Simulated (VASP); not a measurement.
Runs of VASP 6.6.1 on As2Se. The structure is that of space group Fm-3m (No. 225), or close to it. The cells are those of the table. 

```csv
task,cell,k mesh,cutoff (eV),gap on the mesh (eV),pressure (GPa),relaxed volume (Å³/atom)
single point,"a = 4.486 Å, angles 60.0°, 3 atoms",6 × 6 × 6,520,none,6.9,-
relaxation of cell and atoms,"relaxed from a = 4.624 Å, angles 60.0°, 3 atoms",12 × 12 × 12,600,none,0.0,23.26
relaxation of cell and atoms,"relaxed from a = 4.486 Å, angles 60.0°, 3 atoms",6 × 6 × 6,600,none,0.0,(a)
single point,"a = 4.624 Å, angles 60.0°, 3 atoms",6 × 6 × 6,520,none,0.1,-
single point,"a = 4.621 Å, angles 60.0°, 3 atoms",12 × 12 × 12,520,none,0.0,-
```

Alike in all rows: level PBE; potentials or basis VASP PAW PBE potentials, release 64 (As, Se); no spin polarisation; smearing gaussian 0.1 eV.

Q: Estimate the missing entries.

A: (a) 23.33.

A k mesh can miss the band edges, and the runs leave out spin-orbit coupling on As, Se.

A gap of «none» marks levels without a gap at the run's occupations.
